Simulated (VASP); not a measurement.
# CO2 (I-42d) in VASP: further runs

Runs on CO2. Level: PBE. Tasks: single point.

Everything below comes from runs of VASP 6.6.1. Logs are shortened: lines on timing, memory, paths and dates and some standing lists are left out, and cuts for length are marked.

## 1. The cell of the first run

The structure is tetragonal, space group I-42d (No. 122). Conventional cell: a = 4.000 Å, b = 4.000 Å, c = 5.995 Å, α = 90.00°, β = 90.00°, γ = 90.00°. Within 1.9 Å of C (site symmetry -4) lie 4 O at 1.41 Å. O (site symmetry 2) has 2 C at 1.41 Å within 1.9 Å.

## 2. Single point, PBE (volume scaled by 1.020)

INCAR reads:

```
SYSTEM = CO2
  ALGO = Normal
  EDIFF = 1E-6
  ENCUT = 520
  GGA = PE
  ISIF = 2
  ISMEAR = 0
  LASPH = .TRUE.
  LCHARG = .FALSE.
  LREAL = .FALSE.
  LWAVE = .FALSE.
  NBANDS = 25
  NELM = 100
  PREC = Accurate
  SIGMA = 0.05
```

KPOINTS reads:

```
k-points
0
G
  10 10 10
  0 0 0
```

POSCAR reads:

```
CO2
1.0
   -2.0001255240      2.0001255240      2.9973936589
    2.0001255240     -2.0001255240      2.9973936589
    2.0001255240      2.0001255240     -2.9973936589
C O
2 4
Direct
    0.0000000000      0.0000000000      0.0000000000
    0.7500000000      0.2500000000      0.5000000000
    0.3750000000      0.2859692735      0.4109692735
    0.7140307265      0.1250000000      0.0890307265
    0.8750000000      0.9640307265      0.5890307265
    0.0359692735      0.6250000000      0.9109692735
```

Potentials or basis: VASP PAW PBE potentials, release 64 (C, O).

The run is started by

```bash
$ cat potpaw_PBE.64/C/POTCAR potpaw_PBE.64/O/POTCAR > POTCAR
$ mpirun -np 1 vasp_std > vasp.out
```

OUTCAR:

```text
SYSTEM = CO2
   EDIFF = 1E-6
   ENCUT = 520
   GGA = PE
   ISIF = 2
   ISMEAR = 0
   LASPH = .TRUE.
   LREAL = .FALSE.
   NELM = 100
   PREC = Accurate

 ion  position               nearest neighbor table
   1  0.000  0.000  0.000-   4 1.41   5 1.41   3 1.41   6 1.41
   2  0.750  0.250  0.500-   5 1.41   4 1.41   3 1.41   6 1.41
   3  0.375  0.286  0.411-   1 1.41   2 1.41
   4  0.714  0.125  0.089-   1 1.41   2 1.41
   5  0.875  0.964  0.589-   2 1.41   1 1.41
   6  0.036  0.625  0.911-   1 1.41   2 1.41

  LATTYP: Found a body centered tetragonal cell.
 ALAT       =     4.0002510480
 C/A-ratio  =     1.4986027741

  Lattice vectors:

 A1 = (  -2.0001255240,   2.0001255240,   2.9973936589)
 A2 = (   2.0001255240,  -2.0001255240,   2.9973936589)
 A3 = (   2.0001255240,   2.0001255240,  -2.9973936589)

Analysis of symmetry for initial positions (statically):
=====================================================================
 Subroutine PRICEL returns:
 Original cell was already a primitive cell.

 Routine SETGRP: Setting up the symmetry group for a
 body centered tetragonal supercell.

 Subroutine GETGRP returns: Found  8 space group operations
 (whereof  4 operations were pure point group operations)
 out of a pool of 16 trial point group operations.

The static configuration has the point symmetry S_4 .
 The point group associated with its full space group is D_2d.

Analysis of symmetry for dynamics (positions and initial velocities):
=====================================================================
 Subroutine PRICEL returns:
 Original cell was already a primitive cell.

 Routine SETGRP: Setting up the symmetry group for a
 body centered tetragonal supercell.

 Subroutine GETGRP returns: Found  8 space group operations
 (whereof  4 operations were pure point group operations)
 out of a pool of 16 trial point group operations.

The dynamic configuration has the point symmetry S_4 .
 The point group associated with its full space group is D_2d.

 Subroutine INISYM returns: Found  8 space group operations
 (whereof  4 operations are pure point group operations),
 and found     1 'primitive' translations

----------------------------------------------------------------------------------------

                                     Primitive cell

  volume of cell :      47.9643

  direct lattice vectors                    reciprocal lattice vectors
    -2.000125524  2.000125524  2.997393659     0.000000000  0.249984310  0.166811589
     2.000125524 -2.000125524  2.997393659     0.249984310  0.000000000  0.166811589
     2.000125524  2.000125524 -2.997393659     0.249984310  0.249984310  0.000000000

  length of vectors
     4.121331456  4.121331456  4.121331456     0.300529968  0.300529968  0.353531202

  position of ions in fractional coordinates (direct lattice)
     0.000000000  0.000000000  0.000000000
     0.750000000  0.250000000  0.500000000
     0.375000000  0.285969274  0.410969274
     0.714030726  0.125000000  0.089030726
     0.875000000  0.964030726  0.589030726
     0.035969274  0.625000000  0.910969274

  ion indices of the primitive-cell ions
   primitive index   ion index
                 1           1
                 2           2
                 3           3
                 4           4
                 5           5
                 6           6

----------------------------------------------------------------------------------------

 KPOINTS: k-points

Automatic generation of k-mesh.
 Grid dimensions read from file:
 generate k-points for:   10   10   10

 Generating k-lattice:

  Cartesian coordinates                     Fractional coordinates (reciprocal lattice)
     0.000000000  0.024998431  0.016681159     0.100000000  0.000000000  0.000000000
     0.024998431  0.000000000  0.016681159     0.000000000  0.100000000  0.000000000
     0.024998431  0.024998431  0.000000000     0.000000000  0.000000000  0.100000000

  Length of vectors
     0.030052997  0.030052997  0.035353120

  Shift w.r.t. Gamma in fractional coordinates (k-lattice)
     0.000000000  0.000000000  0.000000000

 Subroutine IBZKPT returns following result:
 ===========================================

 Found    102 irreducible k-points:

 Following reciprocal coordinates:
            Coordinates               Weight
  0.000000  0.000000  0.000000      1.000000
  0.100000  0.000000  0.000000      8.000000
  0.200000  0.000000  0.000000      8.000000
  0.300000 -0.000000  0.000000      8.000000
  0.400000  0.000000 -0.000000      8.000000
  0.500000  0.000000  0.000000      4.000000
[... 16 lines left out ...]
  0.300000  0.300000  0.000000      8.000000
  0.400000  0.300000  0.000000     16.000000
 [... further k-points ...]
   k-points           NKPTS =    102   k-points in BZ     NKDIM =    102   number of bands    NBANDS=     25
   number of dos      NEDOS =    301   number of ions     NIONS =      6
   total plane-waves  NPLWV =  32768
   dimension x,y,z NGX =    32 NGY =   32 NGZ =   32
   dimension x,y,z NGXF=    64 NGYF=   64 NGZF=   64
   ions per type =               2   4
   NGX,Y,Z   is equivalent  to a cutoff of  12.91, 12.91, 12.91 a.u.
   NGXF,Y,Z  is equivalent  to a cutoff of  25.82, 25.82, 25.82 a.u.
 SYSTEM =  CO2
   PREC   = accura    normal or accurate (medium, high low for compatibility)
   ISTART =      0    job   : 0-new  1-cont  2-samecut
   ICHARG =      2    charge: 1-file 2-atom 10-const
   ISPIN  =      1    spin polarized calculation?
   LNONCOLLINEAR =      F non collinear calculations
   LSORBIT =      F    spin-orbit coupling
   LASPH  =      T    aspherical Exc in radial PAW
   ENCUT  =  520.0 eV  38.22 Ry    6.18 a.u.   7.66  7.66  7.66*2*pi/ulx,y,z
   NELM   =    100;   NELMIN=  2; NELMDL= -5     # of ELM steps
   EDIFF  = 0.1E-05   stopping-criterion for ELM
   LREAL  =      F    real-space projection
   EDIFFG = 0.1E-04   stopping-criterion for IOM
   NSW    =      0    number of steps for IOM
   IBRION =     -1    ionic relax: 0-MD 1-quasi-New 2-CG
   NFREE  =      0    steps in history (QN), initial steepest desc. (CG)
   ISIF   =      2    stress and relaxation
   ISYM   =      2    0-nonsym 1-usesym 2-fastsym
   POTIM  = 0.5000    time-step for ionic-motion
   TEBEG  =    0.0;   TEEND  =   0.0 temperature during run
   PSTRESS=    0.0 pullay stress
   NELECT =      32.0000    total number of electrons
   NUPDOWN=      -1.0000    fix difference up-down
   EMIN   =  10.00;   EMAX   =-10.00  energy-range for DOS
   EFERMI =   0.00;   METHOD = LEGACY
   ISMEAR =     0;   SIGMA  =   0.05  broadening in eV -4-tet -1-fermi 0-gaus
   EFERMI_NEDOS =   21; number of points for ismear=-14 and -15
   IALGO  =     38    algorithm
   IMIX   =      4    mixing-type and parameters
     AMIX     =   0.40;   BMIX     =  1.00
     AMIX_MAG =   1.60;   BMIX_MAG =  1.00
  volume/ion in A,a.u.               =       7.99        53.95
  Fermi-wavevector in a.u.,A,eV,Ry     =   1.430492  2.703238 27.841697  2.046307
  Thomas-Fermi vector in A             =   2.550331
   LORBIT       =      0    0 simple, 1 ext, 2 COOP (PROOUT), +10 PAW based schemes
   GGA     = PE    functional components
   LHFCALC =     F    Hartree Fock is set to
   AEXX    =    0.0000 exact exchange contribution
   IVDW    =     0    specifies the selected vdW correction
   LEPSILON=     F    determine dielectric tensor
   LRPA    =     F    only Hartree local field effects (RPA)
 non-spin polarized calculation
 Gauss-broadening in eV      SIGMA  =   0.05
  energy-cutoff  :      520.00
  volume of cell :       47.96
 maximum number of plane-waves:      1315
   NGX = 15   NGY = 15   NGZ = 15

 number of electron      31.9999998 magnetization

 Free energy of the ion-electron system (eV)
  ---------------------------------------------------
  ext. energy  EPLUGINS =         0.00000000
  ---------------------------------------------------
  free energy    TOTEN  =       -43.42733245 eV

  energy without entropy =      -43.42733245  energy(sigma->0) =      -43.42733245

 E-fermi :   2.1266     XC(G=0): -10.9357

 val. band max:        1.9128872028   @ k =   0.5000   0.5000   0.5000
 cond. band min:       9.5154040325   @ k =   0.0000   0.0000   0.0000
 fundamental gap:      7.6025168297
 Fermi energy:         2.1265637580

 k-point     1 :       0.0000    0.0000    0.0000
  band No.  band energies     occupation
      1     -21.9237      2.00000
      2     -16.9576      2.00000
      3     -16.9576      2.00000
      4     -16.2852      2.00000
      5     -12.6423      2.00000
      6      -7.6436      2.00000
[... 17 lines left out ...]
     24      16.9650      0.00000
     25      16.9650      0.00000

 k-point     2 :       0.1000    0.0000    0.0000
  band No.  band energies     occupation
      1     -21.8607      2.00000
      2     -17.1010      2.00000
      3     -16.9732      2.00000
      4     -16.3807      2.00000
      5     -12.4258      2.00000
      6      -7.6330      2.00000
[... 17 lines left out ...]
     24      16.8990      0.00000
     25      17.0352      0.00000

 k-point     3 :       0.2000    0.0000    0.0000
  band No.  band energies     occupation
      1     -21.6790      2.00000
      2     -17.5436      2.00000
      3     -17.0104      2.00000
      4     -16.5155      2.00000
      5     -11.9250      2.00000
      6      -7.6240      2.00000
[... 17 lines left out ...]
     24      16.6790      0.00000
     25      17.0729      0.00000

 k-point     4 :       0.3000   -0.0000    0.0000
  band No.  band energies     occupation
      1     -21.4054      2.00000
      2     -18.1358      2.00000
      3     -17.0494      2.00000
      4     -16.6067      2.00000
      5     -11.3883      2.00000
      6      -7.6158      2.00000
[... 17 lines left out ...]
     24      16.3846      0.00000
     25      16.8720      0.00000
[... 477 lines left out ...]
 k-point    22 :      -0.2000    0.2000    0.0000
  band No.  band energies     occupation
      1     -21.5886      2.00000
      2     -17.7818      2.00000
      3     -17.0156      2.00000
      4     -16.4775      2.00000
      5     -11.7847      2.00000
      6      -8.0887      2.00000
[... 17 lines left out ...]
     24      16.6765      0.00000
     25      17.4420      0.00000

 k-point    23 :       0.3000    0.3000    0.0000
  band No.  band energies     occupation
      1     -20.6930      2.00000
      2     -19.1812      2.00000
      3     -17.1541      2.00000
      4     -16.8458      2.00000
      5     -10.2505      2.00000
      6      -8.2824      2.00000
[... 17 lines left out ...]
     24      16.3857      0.00000
     25      16.5746      0.00000

 k-point    24 :       0.4000    0.3000    0.0000
  band No.  band energies     occupation
      1     -20.4729      2.00000
      2     -19.4584      2.00000
      3     -17.1305      2.00000
      4     -16.8832      2.00000
      5     -10.0297      2.00000
      6      -8.6026      2.00000
[... 17 lines left out ...]
     24      16.3671      0.00000
     25      16.8158      0.00000

 [... further k-points ...]
[... 5 lines left out ...]
  --------------------------------------------------------------------------------------
  -------------------------------------------------------------------------------------
  Total       -0.3837522     -0.3837522     -0.4243519      0.0000000     -0.0000000      0.0000000
  in kB      -12.8186750    -12.8186750    -14.1748509      0.0000000     -0.0000000      0.0000000
  external PRESSURE =     -13.2707337 kB  Pullay stress =       0.0000000 kB

 VOLUME and BASIS-vectors are now :
 -----------------------------------------------------------------------------
  energy-cutoff  :      520.00
  volume of cell :       47.96
      direct lattice vectors                 reciprocal lattice vectors
    -2.000125524  2.000125524  2.997393659     0.000000000  0.249984310  0.166811589
     2.000125524 -2.000125524  2.997393659     0.249984310  0.000000000  0.166811589
     2.000125524  2.000125524 -2.997393659     0.249984310  0.249984310  0.000000000

 POSITION                                       TOTAL-FORCE (eV/Angst)
 -----------------------------------------------------------------------------------
      0.00000      0.00000      0.00000        -0.000000     -0.000000      0.000000
     -0.00000      2.00013      1.49870        -0.000000      0.000000      0.000000
      0.64392      1.00006      0.74935         0.069834      0.000000      0.000000
     -1.00006      1.35621      2.24805        -0.000000     -0.069834     -0.000000
      1.35621      1.00006      3.74674        -0.069834      0.000000     -0.000000
      3.00019      0.64392     -0.74935        -0.000000      0.069834      0.000000
 -----------------------------------------------------------------------------------
    total drift:                                0.000002      0.000002      0.000003

  FREE ENERGIE OF THE ION-ELECTRON SYSTEM (eV)
  ---------------------------------------------------
  free  energy   TOTEN  =       -43.4273324545 eV

  energy  without entropy=      -43.4273324545  energy(sigma->0) =      -43.42733245
```

Wall time 56 s (1 thread of Intel Xeon 6975P-C (Granite Rapids), shared host); peak memory 0.21 GiB.

What came out:

```yaml
Free_energy: -43.4273 eV
Pressure: -1.3 GPa
Largest_force: 0.070 eV/Å
Band_gap_on_the_k_mesh: 7.60 eV, indirect (least direct gap 8.04 eV)
```

Forces on the atoms (eV/Å):
```
C    0.000  0.000  0.000
C    0.000  0.000  0.000
O    0.070  0.000  0.000
O    0.000 -0.070  0.000
O   -0.070  0.000  0.000
O    0.000  0.070  0.000
```

Levels at points of the mesh, in eV from the valence-band top:
| k point | band 13 | band 14 | band 15 | band 16 | band 17 | band 18 | band 19 | band 20 |
| --- | --- | --- | --- | --- | --- | --- | --- | --- |
| (0.00, 0.00, 0.00) | -1.11 | -0.91 | -0.91 | -0.47 | 7.60 | 8.89 | 9.06 | 9.06 |
| (0.50, 0.00, 0.00) | -1.66 | -1.32 | -0.41 | 0.00 | 8.09 | 9.22 | 9.41 | 10.18 |
| (0.50, 0.50, 0.00) | -0.67 | -0.67 | -0.48 | -0.48 | 8.67 | 8.67 | 9.76 | 9.76 |
| (0.50, 0.50, 0.50) | -2.80 | -2.80 | 0.00 | 0.00 | 8.86 | 8.86 | 10.38 | 10.38 |

 A k mesh can miss the band edges.

## 3. Single point, PBE (volume scaled by 1.040)

INCAR reads:

```
SYSTEM = CO2
ALGO     = Normal         ! electronic algorithm
EDIFF    = 1E-6           ! SCF threshold, eV
ENCUT    = 520            ! plane-wave cutoff, eV
GGA      = PE             ! functional
ISIF     = 2              ! what is computed and relaxed
ISMEAR   = 0              ! smearing method
LASPH    = .TRUE.         ! aspherical terms in the spheres
LCHARG   = .FALSE.        ! write CHGCAR
LREAL    = .FALSE.        ! projectors in reciprocal space
LWAVE    = .FALSE.        ! write WAVECAR
NBANDS   = 25             ! bands
NELM     = 100            ! most SCF steps
PREC     = Accurate       ! precision mode
SIGMA    = 0.05           ! smearing width, eV
```

KPOINTS is that of step 2.

POSCAR reads:

```
CO2
1.0
   -2.0169550902      2.0169550902      3.0053772822
    2.0169550902     -2.0169550902      3.0053772822
    2.0169550902      2.0169550902     -3.0053772822
C O
2 4
Direct
    0.0000000000      0.0000000000      0.0000000000
    0.7500000000      0.2500000000      0.5000000000
    0.3750000000      0.2826931897      0.4076931897
    0.7173068103      0.1250000000      0.0923068103
    0.8750000000      0.9673068103      0.5923068103
    0.0326931897      0.6250000000      0.9076931897
```

Potentials or basis: VASP PAW PBE potentials, release 64 (C, O).

The run is started by

```bash
$ cat potpaw_PBE.64/C/POTCAR potpaw_PBE.64/O/POTCAR > POTCAR
$ mpirun -np 1 vasp_std > vasp.out
```

Run time: 41 s. Hardware: 1 thread of Intel Xeon 6975P-C (Granite Rapids), shared host; peak memory 0.21 GiB.

The run converged. Its results:

```
Free energy            : -43.4110 eV
Pressure               : -3.8 GPa
Largest force          : 0.067 eV/Å
Band gap on the k mesh : 7.55 eV, indirect (least direct gap 7.94 eV)
```

Forces on the atoms (eV/Å):
```
C    0.000  0.000  0.000
C    0.000  0.000  0.000
O    0.067  0.000  0.000
O    0.000 -0.067  0.000
O   -0.067  0.000  0.000
O    0.000  0.067  0.000
```

Stress tensor (GPa, compression positive):
```
-3.77  0.00  0.00
 0.00 -3.77  0.00
 0.00  0.00 -3.89
```

Levels at points of the mesh, in eV from the valence-band top:
```
           k point  band 12  band 13  band 14  band 15  band 16  band 17  band 18  band 19  band 20  band 21
(0.00, 0.00, 0.00)    -1.05    -1.05    -0.94    -0.94    -0.50     7.55     8.70     8.91     8.91    11.99
(0.50, 0.00, 0.00)    -2.12    -1.66    -1.30    -0.42    -0.01     7.98     9.03     9.29    10.09    12.23
(0.50, 0.50, 0.00)    -2.62    -0.69    -0.69    -0.47    -0.47     8.52     8.52     9.66     9.66    11.60
(0.50, 0.50, 0.50)    -3.02    -2.79    -2.79     0.00     0.00     8.82     8.82    10.20    10.20    11.36
```
